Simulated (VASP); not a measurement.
# Cd3CuO in VASP: further runs

The runs below take Cd3CuO through single point, with PBE.

Program: VASP 6.6.1. These are calculated values, not measurements. Logs are shortened: lines on timing, memory, paths and dates and some standing lists are left out, and cuts for length are marked.

### Step 1. The cell of the first run

It takes space group P4mm (No. 99, tetragonal). The conventional cell has a = 5.096 Å, b = 5.096 Å, c = 3.662 Å, α = 90.00°, β = 90.00°, γ = 90.00°. Cd (site symmetry 4mm) has 10 Cd at 3.14 to 3.66 Å and 4 Cu at 3.60 Å and 8 O at 4.04 to 4.05 Å within 4.1 Å. Cd (site symmetry 2mm) has 2 O at 2.55 Å and 4 Cu at 3.13 to 3.14 Å and 4 Cd at 3.14 Å within 3.4 Å. Within 2.4 Å of Cu (site symmetry 4mm) lie 2 O at 1.83 Å. Within 2.4 Å of O (site symmetry 4mm) lie 2 Cu at 1.83 Å.

### Step 2. Single point, PBE

Input file INCAR:

```
  ALGO = Normal
  EDIFF = 1E-6
  ENCUT = 520
  GGA = PE
  ISIF = 2
  ISMEAR = 0
  LASPH = True
  LCHARG = False
  LREAL = False
  LWAVE = False
  NBANDS = 34
  NELM = 80
  PREC = Accurate
  SIGMA = 0.1
```

Input file KPOINTS:

```
k-points
0
Gamma
  6 6 8
```

Input file POSCAR:

```
Cd3CuO
1.0
    5.0961613223      0.0000000000      0.0000000000
    0.0000000000      5.0961613223      0.0000000000
    0.0000000000      0.0000000000      3.6617193870
Cd Cu O
3 1 1
Direct
    0.5000000000      0.5000000000      0.8570944421
    0.5000000000      0.0000000000      0.3574297565
    0.0000000000      0.5000000000      0.3574297565
    0.0000000000      0.0000000000      0.8547482756
    0.0000000000      0.0000000000      0.3547754892
```

Potentials or basis: VASP PAW PBE potentials, release 64 (Cd, Cu, O).

Launch:

```sh
$ cat potpaw_PBE.64/Cd/POTCAR potpaw_PBE.64/Cu/POTCAR potpaw_PBE.64/O/POTCAR > POTCAR
$ mpirun -np 1 vasp_std > vasp.out
```

OUTCAR:

```text
EDIFF = 1E-6
   ENCUT = 520
   GGA = PE
   ISIF = 2
   ISMEAR = 0
   LASPH = True
   LREAL = False
   NELM = 80
   PREC = Accurate

 ion  position               nearest neighbor table
   1  0.500  0.500  0.857-   2 3.14   3 3.14   2 3.14   3 3.14   2 3.14   2 3.14   3 3.14   3 3.14

   2  0.500  0.000  0.357-   5 2.55   5 2.55   4 3.13   4 3.13   1 3.14   1 3.14   1 3.14   1 3.14
                             4 3.14   4 3.14   3 3.60   3 3.60   3 3.60   3 3.60
   3  0.000  0.500  0.357-   5 2.55   5 2.55   4 3.13   4 3.13   1 3.14   1 3.14   1 3.14   1 3.14
                             4 3.14   4 3.14   2 3.60   2 3.60   2 3.60   2 3.60
   4  0.000  0.000  0.855-   5 1.83   5 1.83   3 3.13   2 3.13   3 3.13   2 3.13   3 3.14   2 3.14
                             2 3.14   3 3.14
   5  0.000  0.000  0.355-   4 1.83   4 1.83   2 2.55   3 2.55   3 2.55   2 2.55

  LATTYP: Found a simple tetragonal cell.
 ALAT       =     5.0961613223
 C/A-ratio  =     0.7185250143

  Lattice vectors:

 A1 = (   5.0961613223,   0.0000000000,   0.0000000000)
 A2 = (   0.0000000000,   5.0961613223,   0.0000000000)
 A3 = (   0.0000000000,   0.0000000000,   3.6617193870)

Analysis of symmetry for initial positions (statically):
=====================================================================
 Subroutine PRICEL returns:
 Original cell was already a primitive cell.

 Routine SETGRP: Setting up the symmetry group for a
 simple tetragonal supercell.

 Subroutine GETGRP returns: Found  8 space group operations
 (whereof  8 operations were pure point group operations)
 out of a pool of 16 trial point group operations.

The static configuration has the point symmetry C_4v.

Analysis of symmetry for dynamics (positions and initial velocities):
=====================================================================
 Subroutine PRICEL returns:
 Original cell was already a primitive cell.

 Routine SETGRP: Setting up the symmetry group for a
 simple tetragonal supercell.

 Subroutine GETGRP returns: Found  8 space group operations
 (whereof  8 operations were pure point group operations)
 out of a pool of 16 trial point group operations.

The dynamic configuration has the point symmetry C_4v.

 Subroutine INISYM returns: Found  8 space group operations
 (whereof  8 operations are pure point group operations),
 and found     1 'primitive' translations

----------------------------------------------------------------------------------------

                                     Primitive cell

  volume of cell :      95.0980

  direct lattice vectors                    reciprocal lattice vectors
     5.096161322  0.000000000  0.000000000     0.196226127  0.000000000  0.000000000
     0.000000000  5.096161322  0.000000000     0.000000000  0.196226127  0.000000000
     0.000000000  0.000000000  3.661719387     0.000000000  0.000000000  0.273095749

  length of vectors
     5.096161322  5.096161322  3.661719387     0.196226127  0.196226127  0.273095749

  position of ions in fractional coordinates (direct lattice)
     0.500000000  0.500000000  0.857094442
     0.500000000  0.000000000  0.357429756
     0.000000000  0.500000000  0.357429756
     0.000000000  0.000000000  0.854748276
     0.000000000  0.000000000  0.354775489

  ion indices of the primitive-cell ions
   primitive index   ion index
                 1           1
                 2           2
                 3           3
                 4           4
                 5           5

----------------------------------------------------------------------------------------

 KPOINTS: k-points

Automatic generation of k-mesh.
 Grid dimensions read from file:
 generate k-points for:    6    6    8

 Generating k-lattice:

  Cartesian coordinates                     Fractional coordinates (reciprocal lattice)
     0.032704355  0.000000000  0.000000000     0.166666667  0.000000000  0.000000000
     0.000000000  0.032704355  0.000000000     0.000000000  0.166666667  0.000000000
     0.000000000  0.000000000  0.034136969     0.000000000  0.000000000  0.125000000

  Length of vectors
     0.032704355  0.032704355  0.034136969

  Shift w.r.t. Gamma in fractional coordinates (k-lattice)
     0.000000000  0.000000000  0.000000000

 Subroutine IBZKPT returns following result:
 ===========================================

 Found     50 irreducible k-points:

 Following reciprocal coordinates:
            Coordinates               Weight
  0.000000  0.000000  0.000000      1.000000
  0.166667  0.000000  0.000000      4.000000
  0.333333  0.000000  0.000000      4.000000
  0.500000  0.000000  0.000000      2.000000
  0.166667  0.166667  0.000000      4.000000
  0.333333  0.166667  0.000000      8.000000
[... 16 lines left out ...]
  0.333333  0.000000  0.250000      8.000000
  0.500000  0.000000  0.250000      4.000000
 [... further k-points ...]
   k-points           NKPTS =     50   k-points in BZ     NKDIM =     50   number of bands    NBANDS=     34
   number of dos      NEDOS =    301   number of ions     NIONS =      5
   total plane-waves  NPLWV =  44800
   dimension x,y,z NGX =    40 NGY =   40 NGZ =   28
   dimension x,y,z NGXF=    80 NGYF=   80 NGZF=   56
   ions per type =               3   1   1
   NGX,Y,Z   is equivalent  to a cutoff of  13.05, 13.05, 12.71 a.u.
   NGXF,Y,Z  is equivalent  to a cutoff of  26.10, 26.10, 25.42 a.u.
 SYSTEM =  unknown system
   PREC   = accura    normal or accurate (medium, high low for compatibility)
   ISTART =      0    job   : 0-new  1-cont  2-samecut
   ICHARG =      2    charge: 1-file 2-atom 10-const
   ISPIN  =      1    spin polarized calculation?
   LNONCOLLINEAR =      F non collinear calculations
   LSORBIT =      F    spin-orbit coupling
   LASPH  =      T    aspherical Exc in radial PAW
   ENCUT  =  520.0 eV  38.22 Ry    6.18 a.u.   9.48  9.48  6.81*2*pi/ulx,y,z
   NELM   =     80;   NELMIN=  2; NELMDL= -5     # of ELM steps
   EDIFF  = 0.1E-05   stopping-criterion for ELM
   LREAL  =      F    real-space projection
   EDIFFG = 0.1E-04   stopping-criterion for IOM
   NSW    =      0    number of steps for IOM
   IBRION =     -1    ionic relax: 0-MD 1-quasi-New 2-CG
   NFREE  =      0    steps in history (QN), initial steepest desc. (CG)
   ISIF   =      2    stress and relaxation
   ISYM   =      2    0-nonsym 1-usesym 2-fastsym
   POTIM  = 0.5000    time-step for ionic-motion
   TEBEG  =    0.0;   TEEND  =   0.0 temperature during run
   PSTRESS=    0.0 pullay stress
   NELECT =      53.0000    total number of electrons
   NUPDOWN=      -1.0000    fix difference up-down
   EMIN   =  10.00;   EMAX   =-10.00  energy-range for DOS
   EFERMI =   0.00;   METHOD = LEGACY
   ISMEAR =     0;   SIGMA  =   0.10  broadening in eV -4-tet -1-fermi 0-gaus
   EFERMI_NEDOS =   21; number of points for ismear=-14 and -15
   IALGO  =     38    algorithm
   IMIX   =      4    mixing-type and parameters
     AMIX     =   0.40;   BMIX     =  1.00
     AMIX_MAG =   1.60;   BMIX_MAG =  1.00
  volume/ion in A,a.u.               =      19.02       128.35
  Fermi-wavevector in a.u.,A,eV,Ry     =   1.347234  2.545903 24.695106  1.815039
  Thomas-Fermi vector in A             =   2.475001
   LORBIT       =      0    0 simple, 1 ext, 2 COOP (PROOUT), +10 PAW based schemes
   GGA     = PE    functional components
   LHFCALC =     F    Hartree Fock is set to
   AEXX    =    0.0000 exact exchange contribution
   IVDW    =     0    specifies the selected vdW correction
   LEPSILON=     F    determine dielectric tensor
   LRPA    =     F    only Hartree local field effects (RPA)
 non-spin polarized calculation
 Gauss-broadening in eV      SIGMA  =   0.10
  energy-cutoff  :      520.00
  volume of cell :       95.10
 maximum number of plane-waves:      2593
 NGX is ok and might be reduce to    40
   NGX = 19   NGY = 19   NGZ = 13

 number of electron      52.9999974 magnetization

 Free energy of the ion-electron system (eV)
  ---------------------------------------------------
  ext. energy  EPLUGINS =         0.00000000
  ---------------------------------------------------
  free energy    TOTEN  =       -11.72260523 eV

  energy without entropy =      -11.71791525  energy(sigma->0) =      -11.72026024

 E-fermi :   2.7262     XC(G=0): -10.6355

 val. band max:        2.5613413116   @ k =   0.5000   0.1667   0.1250
 cond. band min:       2.7389368773   @ k =   0.1667   0.1667   0.2500
 fundamental gap:      0.1775955657
 Fermi energy:         2.7262193575

 k-point     1 :       0.0000    0.0000    0.0000
  band No.  band energies     occupation
      1     -16.2305      2.00000
      2      -6.5046      2.00000
      3      -6.3373      2.00000
      4      -6.3373      2.00000
      5      -6.3178      2.00000
      6      -6.2852      2.00000
[... 26 lines left out ...]
     33       8.6206      0.00000
     34      10.8206      0.00000

 k-point     2 :       0.1667    0.0000    0.0000
  band No.  band energies     occupation
      1     -16.2208      2.00000
      2      -6.4674      2.00000
      3      -6.3330      2.00000
      4      -6.2954      2.00000
      5      -6.2779      2.00000
      6      -6.2575      2.00000
[... 26 lines left out ...]
     33       9.2671      0.00000
     34      11.5062      0.00000

 k-point     3 :       0.3333    0.0000    0.0000
  band No.  band energies     occupation
      1     -16.2011      2.00000
      2      -6.3818      2.00000
      3      -6.3244      2.00000
      4      -6.2611      2.00000
      5      -6.1866      2.00000
      6      -6.1143      2.00000
[... 26 lines left out ...]
     33      10.0813      0.00000
     34      10.7073      0.00000
[... 704 lines left out ...]
 k-point    23 :       0.3333    0.0000    0.2500
  band No.  band energies     occupation
      1     -16.0208      2.00000
      2      -6.3157      2.00000
      3      -6.2819      2.00000
      4      -6.2094      2.00000
      5      -6.1156      2.00000
      6      -6.1032      2.00000
[... 26 lines left out ...]
     33       8.5623      0.00000
     34      10.3023      0.00000

 k-point    24 :       0.5000    0.0000    0.2500
  band No.  band energies     occupation
      1     -16.0109      2.00000
      2      -6.2782      2.00000
      3      -6.2599      2.00000
      4      -6.2221      2.00000
      5      -6.1233      2.00000
      6      -6.1030      2.00000
[... 26 lines left out ...]
     33       9.5097      0.00000
     34      10.6052      0.00000

 [... further k-points ...]
[... 5 lines left out ...]
  --------------------------------------------------------------------------------------
  -------------------------------------------------------------------------------------
  Total        0.0941373      0.0941373      0.3839879      0.0000000      0.0000000      0.0000000
  in kB        1.5859910      1.5859910      6.4692920      0.0000000      0.0000000      0.0000000
  external PRESSURE =       3.2137580 kB  Pullay stress =       0.0000000 kB

 VOLUME and BASIS-vectors are now :
 -----------------------------------------------------------------------------
  energy-cutoff  :      520.00
  volume of cell :       95.10
      direct lattice vectors                 reciprocal lattice vectors
     5.096161322  0.000000000  0.000000000     0.196226127  0.000000000  0.000000000
     0.000000000  5.096161322  0.000000000     0.000000000  0.196226127  0.000000000
     0.000000000  0.000000000  3.661719387     0.000000000  0.000000000  0.273095749

 POSITION                                       TOTAL-FORCE (eV/Angst)
 -----------------------------------------------------------------------------------
      2.54808      2.54808      3.13844        -0.000000     -0.000000      0.000026
      2.54808      0.00000      1.30881         0.000000      0.000000     -0.000791
      0.00000      2.54808      1.30881         0.000000      0.000000     -0.000791
      0.00000      0.00000      3.12985         0.000000      0.000000      0.007067
      0.00000      0.00000      1.29909         0.000000      0.000000     -0.005511
 -----------------------------------------------------------------------------------
    total drift:                               -0.000000      0.000000      0.000588

  FREE ENERGIE OF THE ION-ELECTRON SYSTEM (eV)
  ---------------------------------------------------
  free  energy   TOTEN  =       -11.7226052325 eV

  energy  without entropy=      -11.7179152464  energy(sigma->0) =      -11.72026024
```

It took 74 s on 1 thread of Intel Xeon 6975P-C, shared host; peak memory 0.29 GiB.

What came out:

| Item | Value |
| --- | --- |
| Free energy | -11.7226 eV |
| Pressure | 0.3 GPa |
| Largest force | 0.007 eV/Å |

Forces on the atoms (eV/Å):
```
Cd   0.000  0.000  0.000
Cd   0.000  0.000 -0.001
Cd   0.000  0.000 -0.001
Cu   0.000  0.000  0.007
O    0.000  0.000 -0.006
```

Stress tensor (GPa, compression positive):
```
0.16 0.00 0.00
0.00 0.16 0.00
0.00 0.00 0.65
```

Levels at points of the mesh, in eV from the Fermi level:
```csv
k point,band 22,band 23,band 24,band 25,band 26,band 27,band 28,band 29,band 30,band 31
"(0.00, 0.00, 0.00)",-2.45,-2.45,-2.39,-1.84,-0.33,0.31,0.31,2.07,4.50,5.44
"(0.50, 0.00, 0.00)",-2.53,-2.53,-2.50,-2.45,-1.47,0.58,1.66,3.02,4.03,5.43
"(0.50, 0.50, 0.00)",-2.53,-2.53,-2.47,-2.20,-1.01,-1.01,0.73,7.38,7.47,7.47
"(0.00, 0.00, 0.50)",-2.56,-2.38,-0.95,-0.95,-0.48,1.09,2.69,2.73,2.73,3.97
"(0.50, 0.00, 0.50)",-2.42,-2.24,-1.90,-0.91,-0.82,-0.37,1.15,3.38,3.93,4.08
"(0.50, 0.50, 0.50)",-1.69,-1.67,-1.31,-1.31,-1.12,-1.12,-0.75,1.26,1.26,3.56
```

Caveat: an odd number of electrons without spin polarisation forces a metal; a magnetic or distorted state may lie lower.

### Step 3. Single point, PBE

This run uses another cell than the first one, of 17.43 Å³/atom, 0.916 times its volume.

Input file INCAR:

```
PREC = Accurate
ENCUT = 520
EDIFF = 1E-7
ISMEAR = 0
SIGMA = 0.1
LREAL = F
LASPH = T
NELM = 100
ALGO = Normal
ISIF = 2
LWAVE = F
LCHARG = F
GGA = PE
NBANDS = 34
```

Input file KPOINTS:

```
Automatic mesh
0
Gamma
  10 10 4
```

Input file POSCAR:

```
Cd3CuO
1.0
    3.2565523372      0.0000000000      0.0000000000
    0.0000000000      3.2565523372      0.0000000000
    0.0000000000      0.0000000000      8.2172996234
Cd Cu O
3 1 1
Direct
    0.5000000000      0.5000000000      0.6896826234
    0.5000000000      0.5000000000      0.3103173766
    0.0000000000      0.0000000000      0.0000000000
    0.0000000000      0.0000000000      0.5000000000
    0.5000000000      0.5000000000      0.0000000000
```

Potentials or basis: VASP PAW PBE potentials, release 64 (Cd, Cu, O).

Launch:

```sh
$ cat potpaw_PBE.64/Cd/POTCAR potpaw_PBE.64/Cu/POTCAR potpaw_PBE.64/O/POTCAR > POTCAR
$ mpirun -np 1 vasp_std > vasp.out
```

It took 2.2 min on 1 thread of Intel Xeon 6975P-C, shared host; peak memory 0.3 GiB.

Results (log left out):

* Free energy: -12.2471 eV
* Pressure: 0.7 GPa
* Largest force: 0.009 eV/Å

Forces on the atoms (eV/Å):
```
Cd   0.000  0.000  0.009
Cd   0.000  0.000 -0.009
Cd   0.000  0.000  0.000
Cu   0.000  0.000  0.000
O    0.000  0.000  0.000
```

Stress tensor (GPa, compression positive):
```
0.75 0.00 0.00
0.00 0.75 0.00
0.00 0.00 0.46
```

Levels at points of the mesh, in eV from the Fermi level:
```csv
k point,band 25,band 26,band 27,band 28,band 29,band 30
"(0.00, 0.00, 0.00)",-2.61,-2.26,-2.21,3.24,3.36,6.22
"(0.50, 0.00, 0.00)",-1.93,-1.75,-1.64,0.97,1.35,3.20
"(0.50, 0.50, 0.00)",-0.30,-0.30,0.86,1.42,2.25,2.80
"(0.00, 0.00, 0.50)",-2.76,-2.61,-0.59,0.95,6.23,6.23
"(0.50, 0.00, 0.50)",-2.10,-1.75,-0.67,-0.50,2.69,3.79
"(0.50, 0.50, 0.50)",-0.40,-0.40,0.90,1.66,1.85,2.74
```

Caveat: an odd number of electrons without spin polarisation forces a metal; a magnetic or distorted state may lie lower. With open d or f shells a metallic result of PBE can be an artefact of self-interaction; +U or a hybrid may open a gap.

(Continued in part 2 of 2.)
